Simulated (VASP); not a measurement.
HfH2: relaxation of shape and atoms at fixed volume with r2SCAN

Crystal: HfH2.

```xyz
3
Lattice="-1.7496 1.7496 2.1749 1.7496 -1.7496 2.1749 1.7496 1.7496 -2.1749" Properties=species:S:1:pos:R:3 pbc="T T T"
Hf    0.0000    0.0000    0.0000
H     0.0000    1.7496    1.0874
H     1.7496    0.0000    1.0874
```

```yaml
Program: VASP 6.6.1
Task: relaxation of shape and atoms at fixed volume
Functional: r2SCAN
Potentials_or_basis: VASP PAW PBE potentials, release 64 (Hf_pv, H)
Cutoff: 600 eV
k_mesh: 16 × 16 × 16
Occupations: gaussian, width 0.1 eV
Spin: no spin polarisation
Dipole_correction: no
Further_INCAR_settings: ALGO = Normal; EDIFF = 1e-07; IBRION = 2; EDIFFG = -0.01; NSW = 50; ISIF = 4
```

* Energy gained by relaxing: 0.1 meV/atom
* Ionic steps: 3
* Pressure after relaxing: -5.2 GPa
* Band gap on the k mesh: zero (bands 6 and 7 overlap by 1.13 eV)

Step by step:
```tsv
step	energy change (eV)	largest force (eV/Å)	pressure (GPa)	volume (Å³)
1	0.0000	0.0000	-5.27	26.63
2	-0.0001	0.0000	-5.26	26.63
3	-0.0002	0.0000	-5.21	26.63
```

Final structure:
```cif
data_structure
_symmetry_space_group_name_H-M 'P 1'
_symmetry_Int_Tables_number 1
_cell_length_a 3.2964
_cell_length_b 3.2964
_cell_length_c 3.2964
_cell_angle_alpha 116.033
_cell_angle_beta 116.033
_cell_angle_gamma 97.021
_cell_volume 26.63
loop_
_atom_site_label
_atom_site_type_symbol
_atom_site_fract_x
_atom_site_fract_y
_atom_site_fract_z
_atom_site_occupancy
Hf1 Hf 0.00000 0.00000 0.00000 1
H1 H 0.75000 0.25000 0.50000 1
H2 H 0.25000 0.75000 0.50000 1
```

Levels at points of the mesh, in eV from the Fermi level:
| k point | band 4 | band 5 | band 6 | band 7 | band 8 | band 9 |
| --- | --- | --- | --- | --- | --- | --- |
| (0.00, 0.00, 0.00) | -11.94 | -1.81 | -0.51 | -0.51 | 0.48 | 1.86 |
| (0.50, 0.00, 0.00) | -8.91 | -5.90 | -0.88 | 0.66 | 3.89 | 4.45 |
| (0.50, 0.50, 0.00) | -7.12 | -6.47 | -4.37 | 4.03 | 4.24 | 5.29 |
| (0.50, 0.50, 0.50) | -8.18 | -5.02 | -3.97 | 4.56 | 4.70 | 4.70 |

Run time: 24 min on 1 thread of Intel Xeon 8259CL, on a shared host, peak memory 0.28 GiB.

Caveat: the PAW data sets were made with another functional, which shifts forces and pressure a little; spin-orbit coupling is left out, which moves the levels of the heavy elements.
